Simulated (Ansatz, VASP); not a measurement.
Two plane-wave programs on BeTe

```
Be Te
1.0
     0.00000    2.79021    2.79021
     2.79021    0.00000    2.79021
     2.79021    2.79021    0.00000
Be Te
1 1
Cartesian
  0.0000 0.0000 0.0000
  1.3951 1.3951 1.3951
```

Alike in both runs: functional r2SCAN; k mesh 8 × 8 × 8; occupations fermi-dirac, width 0.02 eV; no spin polarisation.

Ansatz relaxed the structure, and its values are those at the end. VASP's run is a single point on that final structure, the one shown.

|  | VASP | Ansatz |
| --- | --- | --- |
| version | VASP 6.6.1 | Ansatz 0.2.0 |
| potentials or method | VASP PAW PBE potentials, release 64 (Be, Te), cutoff 520 eV | PAW plane waves |
| valence electrons in the cell | 8 | 18 |

|  | VASP | Ansatz | Ansatz less VASP |
| --- | --- | --- | --- |
| gap on the k mesh at the Fermi level (eV) | 2.27 | 2.28 | +0.011 |
| pressure (GPa) | 2.8 | 2.6 | -0.21 |

VASP's potentials were made for PBE, not for r2SCAN. With one functional, cell and mesh, what is left measures potentials, basis and numerics. VASP's potentials hold 8 valence electrons a cell and Ansatz's 18, so a difference there can come from the potentials and not from the codes. Ansatz's warnings: stress scf threshold loose.

Neither program's run includes spin-orbit coupling.
